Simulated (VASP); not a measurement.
# Zn4Se3S (Pmm2) in VASP: further runs

The runs below take Zn4Se3S through single point, relaxation of cell and atoms, with PBE.

All numbers are computed with VASP 6.6.1; they aren't measurements. Logs are shortened: lines on timing, memory, paths and dates and some standing lists are left out, and cuts for length are marked.

**1. The cell of the first run**

The structure is orthorhombic, space group Pmm2 (No. 25). The conventional cell has a = 4.017 Å, b = 8.038 Å, c = 5.625 Å, α = 90.00°, β = 90.00°, γ = 90.00°. Within 3.1 Å of Zn (site symmetry m) lie 1 S at 2.37 Å and 3 Se at 2.47 to 2.49 Å. Zn (site symmetry mm2) has 2 S at 2.39 Å and 2 Se at 2.48 Å within 3.2 Å. Zn (site symmetry mm2) has 4 Se at 2.47 Å within 3.3 Å. Within 3.3 Å of Se (site symmetry m) lie 4 Zn at 2.47 to 2.48 Å. Within 3.3 Å of Se (site symmetry mm2) lie 4 Zn at 2.47 to 2.49 Å. Within 3.1 Å of S (site symmetry mm2) lie 4 Zn at 2.37 to 2.39 Å.

**2. Single point, PBE**

Contents of INCAR:

```
SYSTEM = Zn4Se3S
PREC     = Accurate       ! precision mode
ENCUT    = 520            ! plane-wave cutoff, eV
EDIFF    = 1E-6           ! SCF threshold, eV
ISMEAR   = 0              ! smearing method
SIGMA    = 0.1            ! smearing width, eV
LREAL    = .FALSE.        ! projectors in reciprocal space
LASPH    = .TRUE.         ! aspherical terms in the spheres
NELM     = 100            ! most SCF steps
ALGO     = Normal         ! electronic algorithm
ISIF     = 2              ! what is computed and relaxed
LWAVE    = .FALSE.        ! write WAVECAR
LCHARG   = .FALSE.        ! write CHGCAR
GGA      = PE             ! functional
NBANDS   = 46             ! bands
```

Contents of KPOINTS:

```
Automatic mesh
0
G
  4 2 4
  0 0 0
```

Contents of POSCAR:

```
Zn4Se3S
1.0
    4.0167954700      0.0000000000      0.0000000000
    0.0000000000      8.0383652633      0.0000000000
    0.0000000000      0.0000000000      5.6250176212
Zn Se S
4 3 1
Direct
    0.0000000000      0.7410141766     -0.0064859713
    0.5000000000      0.5000000000      0.5179150579
    0.0000000000      0.2589858234     -0.0064859713
    0.5000000000      0.0000000000      0.4945565235
    0.5000000000      0.7448007753      0.2501482400
    0.5000000000      0.2551992247      0.2501482400
    0.0000000000      0.0000000000      0.7506739611
    0.0000000000      0.5000000000      0.7495299200
```

Potentials or basis: VASP PAW PBE potentials, release 64 (Zn, Se, S).

Started as:

```bash
cat potpaw_PBE.64/Zn/POTCAR potpaw_PBE.64/Se/POTCAR potpaw_PBE.64/S/POTCAR > POTCAR
mpirun -np 1 vasp_std > vasp.out
```

OUTCAR:

```text
SYSTEM = Zn4Se3S
   PREC = Accurate
   ENCUT = 520
   EDIFF = 1E-6
   ISMEAR = 0
   LREAL = .FALSE.
   LASPH = .TRUE.
   NELM = 100
   ISIF = 2
   GGA = PE

 ion  position               nearest neighbor table
   1  0.000  0.741  0.994-   8 2.37   5 2.47   5 2.47   7 2.49
   2  0.500  0.500  0.518-   8 2.39   8 2.39   5 2.48   6 2.48
   3  0.000  0.259  0.994-   8 2.37   6 2.47   6 2.47   7 2.49
   4  0.500  0.000  0.495-   5 2.47   6 2.47   7 2.47   7 2.47
   5  0.500  0.745  0.250-   4 2.47   1 2.47   1 2.47   2 2.48
   6  0.500  0.255  0.250-   4 2.47   3 2.47   3 2.47   2 2.48
   7  0.000  0.000  0.751-   4 2.47   4 2.47   1 2.49   3 2.49
   8  0.000  0.500  0.750-   1 2.37   3 2.37   2 2.39   2 2.39

  LATTYP: Found a simple orthorhombic cell.
 ALAT       =     4.0167954700
 B/A-ratio  =     1.4003744187
 C/A-ratio  =     2.0011885901

  Lattice vectors:

 A1 = (  -4.0167954700,   0.0000000000,   0.0000000000)
 A2 = (   0.0000000000,   0.0000000000,   5.6250176212)
 A3 = (   0.0000000000,   8.0383652633,   0.0000000000)

Analysis of symmetry for initial positions (statically):
=====================================================================
 Subroutine PRICEL returns:
 Original cell was already a primitive cell.

 Routine SETGRP: Setting up the symmetry group for a
 simple orthorhombic supercell.

 Subroutine GETGRP returns: Found  4 space group operations
 (whereof  4 operations were pure point group operations)
 out of a pool of  8 trial point group operations.

The static configuration has the point symmetry C_2v.

Analysis of symmetry for dynamics (positions and initial velocities):
=====================================================================
 Subroutine PRICEL returns:
 Original cell was already a primitive cell.

 Routine SETGRP: Setting up the symmetry group for a
 simple orthorhombic supercell.

 Subroutine GETGRP returns: Found  4 space group operations
 (whereof  4 operations were pure point group operations)
 out of a pool of  8 trial point group operations.

The dynamic configuration has the point symmetry C_2v.

 Subroutine INISYM returns: Found  4 space group operations
 (whereof  4 operations are pure point group operations),
 and found     1 'primitive' translations

----------------------------------------------------------------------------------------

                                     Primitive cell

  volume of cell :     181.6232

  direct lattice vectors                    reciprocal lattice vectors
     4.016795470  0.000000000  0.000000000     0.248954672  0.000000000  0.000000000
     0.000000000  8.038365263  0.000000000     0.000000000  0.124403404  0.000000000
     0.000000000  0.000000000  5.625017621     0.000000000  0.000000000  0.177777221

  length of vectors
     4.016795470  8.038365263  5.625017621     0.248954672  0.124403404  0.177777221

  position of ions in fractional coordinates (direct lattice)
     0.000000000  0.741014177  0.993514029
     0.500000000  0.500000000  0.517915058
     0.000000000  0.258985823  0.993514029
     0.500000000  0.000000000  0.494556524
     0.500000000  0.744800775  0.250148240
     0.500000000  0.255199225  0.250148240
     0.000000000  0.000000000  0.750673961
     0.000000000  0.500000000  0.749529920

  ion indices of the primitive-cell ions
   primitive index   ion index
                 1           1
                 2           2
                 3           3
                 4           4
                 5           5
                 6           6
                 7           7
                 8           8

----------------------------------------------------------------------------------------

 KPOINTS: Automatic mesh

Automatic generation of k-mesh.
 Grid dimensions read from file:
 generate k-points for:    4    2    4

 Generating k-lattice:

  Cartesian coordinates                     Fractional coordinates (reciprocal lattice)
     0.062238668  0.000000000  0.000000000     0.250000000  0.000000000  0.000000000
     0.000000000  0.062201702  0.000000000     0.000000000  0.500000000  0.000000000
     0.000000000  0.000000000  0.044444305     0.000000000  0.000000000  0.250000000

  Length of vectors
     0.062238668  0.062201702  0.044444305

  Shift w.r.t. Gamma in fractional coordinates (k-lattice)
     0.000000000  0.000000000  0.000000000

 Subroutine IBZKPT returns following result:
 ===========================================

 Found     18 irreducible k-points:

 Following reciprocal coordinates:
            Coordinates               Weight
  0.000000  0.000000  0.000000      1.000000
  0.250000  0.000000  0.000000      2.000000
  0.500000  0.000000  0.000000      1.000000
  0.000000  0.500000  0.000000      1.000000
  0.250000  0.500000  0.000000      2.000000
  0.500000  0.500000  0.000000      1.000000
[... 10 lines left out ...]
  0.250000  0.500000  0.500000      2.000000
  0.500000  0.500000  0.500000      1.000000
   k-points           NKPTS =     18   k-points in BZ     NKDIM =     18   number of bands    NBANDS=     46
   number of dos      NEDOS =    301   number of ions     NIONS =      8
   total plane-waves  NPLWV =  75600
   dimension x,y,z NGX =    30 NGY =   60 NGZ =   42
   dimension x,y,z NGXF=    60 NGYF=  120 NGZF=   84
   ions per type =               4   3   1
   NGX,Y,Z   is equivalent  to a cutoff of  12.42, 12.41, 12.41 a.u.
   NGXF,Y,Z  is equivalent  to a cutoff of  24.83, 24.82, 24.83 a.u.
 SYSTEM =  Zn4Se3S
   PREC   = accura    normal or accurate (medium, high low for compatibility)
   ISTART =      0    job   : 0-new  1-cont  2-samecut
   ICHARG =      2    charge: 1-file 2-atom 10-const
   ISPIN  =      1    spin polarized calculation?
   LNONCOLLINEAR =      F non collinear calculations
   LSORBIT =      F    spin-orbit coupling
   LASPH  =      T    aspherical Exc in radial PAW
   ENCUT  =  520.0 eV  38.22 Ry    6.18 a.u.   7.47 14.95 10.46*2*pi/ulx,y,z
   NELM   =    100;   NELMIN=  2; NELMDL= -5     # of ELM steps
   EDIFF  = 0.1E-05   stopping-criterion for ELM
   LREAL  =      F    real-space projection
   EDIFFG = 0.1E-04   stopping-criterion for IOM
   NSW    =      0    number of steps for IOM
   IBRION =     -1    ionic relax: 0-MD 1-quasi-New 2-CG
   NFREE  =      0    steps in history (QN), initial steepest desc. (CG)
   ISIF   =      2    stress and relaxation
   ISYM   =      2    0-nonsym 1-usesym 2-fastsym
   POTIM  = 0.5000    time-step for ionic-motion
   TEBEG  =    0.0;   TEEND  =   0.0 temperature during run
   PSTRESS=    0.0 pullay stress
   NELECT =      72.0000    total number of electrons
   NUPDOWN=      -1.0000    fix difference up-down
   EMIN   =  10.00;   EMAX   =-10.00  energy-range for DOS
   EFERMI =   0.00;   METHOD = LEGACY
   ISMEAR =     0;   SIGMA  =   0.10  broadening in eV -4-tet -1-fermi 0-gaus
   EFERMI_NEDOS =   21; number of points for ismear=-14 and -15
   IALGO  =     38    algorithm
   IMIX   =      4    mixing-type and parameters
     AMIX     =   0.40;   BMIX     =  1.00
     AMIX_MAG =   1.60;   BMIX_MAG =  1.00
  volume/ion in A,a.u.               =      22.70       153.21
  Fermi-wavevector in a.u.,A,eV,Ry     =   1.202620  2.272623 19.678048  1.446296
  Thomas-Fermi vector in A             =   2.338397
   LORBIT       =      0    0 simple, 1 ext, 2 COOP (PROOUT), +10 PAW based schemes
   GGA     = PE    functional components
   LHFCALC =     F    Hartree Fock is set to
   AEXX    =    0.0000 exact exchange contribution
   IVDW    =     0    specifies the selected vdW correction
   LEPSILON=     F    determine dielectric tensor
   LRPA    =     F    only Hartree local field effects (RPA)
 non-spin polarized calculation
 Gauss-broadening in eV      SIGMA  =   0.10
  energy-cutoff  :      520.00
  volume of cell :      181.62
 maximum number of plane-waves:      4928
 NGX is ok and might be reduce to    30
   NGX = 15   NGY = 29   NGZ = 21

 number of electron      72.0000038 magnetization

 Free energy of the ion-electron system (eV)
  ---------------------------------------------------
  ext. energy  EPLUGINS =         0.00000000
  ---------------------------------------------------
  free energy    TOTEN  =       -24.82120211 eV

  energy without entropy =      -24.82120211  energy(sigma->0) =      -24.82120211

 E-fermi :   1.9931     XC(G=0):  -9.2458

 val. band max:        1.5075763518   @ k =   0.0000   0.0000   0.0000
 cond. band min:       2.7901272673   @ k =   0.0000   0.0000   0.0000
 fundamental gap:      1.2825509156
 Fermi energy:         1.9931268166

 k-point     1 :       0.0000    0.0000    0.0000
  band No.  band energies     occupation
      1     -11.5619      2.00000
      2     -10.8207      2.00000
      3     -10.8036      2.00000
      4     -10.5219      2.00000
      5      -4.9657      2.00000
      6      -4.9594      2.00000
[... 38 lines left out ...]
     45       7.6808      0.00000
     46       7.9664      0.00000

 k-point     2 :       0.2500    0.0000    0.0000
  band No.  band energies     occupation
      1     -11.3140      2.00000
      2     -10.6948      2.00000
      3     -10.6685      2.00000
      4     -10.5408      2.00000
      5      -4.9490      2.00000
      6      -4.9252      2.00000
[... 38 lines left out ...]
     45       7.8196      0.00000
     46       8.2265      0.00000

 k-point     3 :       0.5000    0.0000    0.0000
  band No.  band energies     occupation
      1     -10.8278      2.00000
      2     -10.8061      2.00000
      3     -10.5399      2.00000
      4     -10.5226      2.00000
      5      -4.9268      2.00000
      6      -4.9134      2.00000
[... 724 lines left out ...]
     45       8.2007      0.00000
     46       8.3136      0.00000

 k-point    18 :       0.5000    0.5000    0.5000
  band No.  band energies     occupation
      1     -10.7302      2.00000
      2     -10.6705      2.00000
      3     -10.6414      2.00000
      4     -10.6225      2.00000
      5      -4.8845      2.00000
      6      -4.8555      2.00000
[... 38 lines left out ...]
     45       8.8554      0.00000
     46       8.8730      0.00000

------------------------ aborting loop because EDIFF is reached ----------------------------------------

  FORCE on cell =-STRESS in cart. coord.  units (eV):
  Direction    XX          YY          ZZ          XY          YZ          ZX
  --------------------------------------------------------------------------------------
  -------------------------------------------------------------------------------------
  Total        0.1996841      0.1898888      0.1903186      0.0000000      0.0000000      0.0000000
  in kB        1.7615005      1.6750920      1.6788831      0.0000000      0.0000000      0.0000000
  external PRESSURE =       1.7051585 kB  Pullay stress =       0.0000000 kB

 VOLUME and BASIS-vectors are now :
 -----------------------------------------------------------------------------
  energy-cutoff  :      520.00
  volume of cell :      181.62
      direct lattice vectors                 reciprocal lattice vectors
     4.016795470  0.000000000  0.000000000     0.248954672  0.000000000  0.000000000
     0.000000000  8.038365263  0.000000000     0.000000000  0.124403404  0.000000000
     0.000000000  0.000000000  5.625017621     0.000000000  0.000000000  0.177777221

 POSITION                                       TOTAL-FORCE (eV/Angst)
 -----------------------------------------------------------------------------------
      0.00000      5.95654      5.58853        -0.000000     -0.013434     -0.006633
      2.00840      4.01918      2.91328         0.000000      0.000000      0.004297
      0.00000      2.08182      5.58853        -0.000000      0.013434     -0.006633
      2.00840      0.00000      2.78189         0.000000      0.000000      0.000817
      2.00840      5.98698      1.40709         0.000000      0.006590     -0.000813
      2.00840      2.05138      1.40709         0.000000     -0.006590     -0.000813
      0.00000      0.00000      4.22255         0.000000      0.000000      0.003696
      0.00000      4.01918      4.21612         0.000000      0.000000      0.006082
 -----------------------------------------------------------------------------------
    total drift:                                0.000000      0.000000     -0.000713

  FREE ENERGIE OF THE ION-ELECTRON SYSTEM (eV)
  ---------------------------------------------------
  free  energy   TOTEN  =       -24.8212021127 eV

  energy  without entropy=      -24.8212021127  energy(sigma->0) =      -24.82120211
```

Wall time 4.4 min (1 thread of Intel Xeon 8259CL, shared host); peak memory 0.33 GiB.

Results:

- Free energy: -24.8212 eV
- Pressure: 0.2 GPa
- Largest force: 0.015 eV/Å
- Band gap on the k mesh: 1.28 eV

Forces on the atoms (eV/Å):
```
Zn   0.000 -0.013 -0.007
Zn   0.000  0.000  0.004
Zn   0.000  0.013 -0.007
Zn   0.000  0.000  0.001
Se   0.000  0.007 -0.001
Se   0.000 -0.007 -0.001
Se   0.000  0.000  0.004
S    0.000  0.000  0.006
```

**3. Relaxation of cell and atoms, PBE**

This run uses another cell than the first one, of 20.88 Å³/atom.

Contents of INCAR:

```
SYSTEM = Zn4Se3S
PREC = Accurate
ENCUT = 600
EDIFF = 1E-6
ISMEAR = 0
SIGMA = 0.1
LREAL = .FALSE.
LASPH = .TRUE.
NELM = 80
ALGO = Normal
ISIF = 3
LWAVE = .FALSE.
LCHARG = .FALSE.
GGA = PE
IBRION = 2
NSW = 90
EDIFFG = -0.04
```

Contents of KPOINTS:

```
regular mesh
0
G
  4 2 4
  0 0 0
```

Contents of POSCAR:

```
Zn4Se3S
1.0
    3.8940405000      0.0000000000      0.0000000000
    0.0000000000      7.7880810100      0.0000000000
    0.0000000000      0.0000000000      5.5070048900
Zn Se S
4 3 1
Direct
    0.0000000000      0.7500000000      0.0000000000
    0.5000000000      0.5000000000      0.5000000000
    0.0000000000      0.2500000000      0.0000000000
    0.5000000000      0.0000000000      0.5000000000
    0.5000000000      0.7500000000      0.2500000000
    0.5000000000      0.2500000000      0.2500000000
    0.0000000000      0.0000000000      0.7500000000
    0.0000000000      0.5000000000      0.7500000000
```

Potentials or basis: VASP PAW PBE potentials, release 64 (Zn, Se, S).

Started as:

```bash
cat potpaw_PBE.64/Zn/POTCAR potpaw_PBE.64/Se/POTCAR potpaw_PBE.64/S/POTCAR > POTCAR
mpirun -np 1 vasp_std > vasp.out
```

It took 32 min on 1 thread of Intel Xeon 8259CL, shared host; peak memory 0.41 GiB.

Results (log left out):

- Free energy: -24.8183 eV
- Relaxed volume: 22.73 Å³/atom
- Relaxed cell: a = 4.019 Å, b = 8.043 Å, c = 5.626 Å, α = 90.00°, β = 90.00°, γ = 90.00°
- Space group after relaxing (to 0.1 Å): Pmm2 (No. 25)
- Energy gained by relaxing: 47.4 meV/atom
- Ionic steps: 9
- Pressure after relaxing: 0.1 GPa
- Largest force after relaxing: 0.017 eV/Å
- Band gap on the k mesh: 1.28 eV

Forces in eV/Å, atoms in the order of the input:
```
Zn   0.000  0.004  0.000
Zn   0.000  0.000  0.017
Zn   0.000 -0.004  0.000
Zn   0.000  0.000 -0.012
Se   0.000  0.013  0.001
Se   0.000 -0.013  0.001
Se   0.000  0.000 -0.016
S    0.000  0.000  0.009
```

Step by step:
| step | energy change (eV) | largest force (eV/Å) | pressure (GPa) | volume (Å³) |
| --- | --- | --- | --- | --- |
| 1 | 0.0000 | 0.7836 | 6.55 | 167.01 |
| 2 | -0.3116 | 0.2980 | -1.80 | 188.49 |
| 3 | -0.3370 | 0.3886 | -0.26 | 183.38 |
| 4 | -0.3568 | 0.2647 | -0.20 | 182.89 |
| 5 | -0.3751 | 0.1214 | 0.16 | 181.68 |
| 6 | -0.3754 | 0.1215 | 0.11 | 181.83 |
| 7 | -0.3783 | 0.0695 | -0.03 | 182.28 |
| 8 | -0.3790 | 0.0535 | -0.15 | 182.62 |
| 9 | -0.3793 | 0.0169 | 0.11 | 181.86 |

Final structure:
```
Zn Se S
1.0
     4.01929    0.00000    0.00000
     0.00000    8.04301    0.00000
     0.00000    0.00000    5.62551
Zn Se S
4 3 1
Direct
  0.00000 0.74020 0.99337
  0.50000 0.50000 0.51666
  0.00000 0.25980 0.99337
  0.50000 0.00000 0.49591
  0.50000 0.74497 0.25008
  0.50000 0.25503 0.25008
  0.00000 0.00000 0.75190
  0.00000 0.50000 0.74865
```

Levels at points of the mesh, in eV from the valence-band top:
```tsv
k point	band 34	band 35	band 36	band 37	band 38	band 39
(0.00, 0.00, 0.00)	-0.05	-0.04	0.00	1.28	3.05	3.46
(0.50, 0.00, 0.00)	-2.02	-1.07	-0.77	3.00	3.22	3.57
(0.00, 0.50, 0.00)	-0.75	-0.37	-0.08	2.96	3.04	3.55
(0.50, 0.50, 0.00)	-1.83	-1.80	-1.67	4.10	4.17	4.24
(0.00, 0.00, 0.50)	-0.85	-0.78	-0.72	2.53	2.68	3.78
(0.50, 0.00, 0.50)	-0.85	-0.82	-0.72	2.54	2.66	5.45
(0.00, 0.50, 0.50)	-0.92	-0.90	-0.89	3.22	3.43	3.50
(0.50, 0.50, 0.50)	-1.47	-1.34	-1.28	4.08	4.29	4.30
```
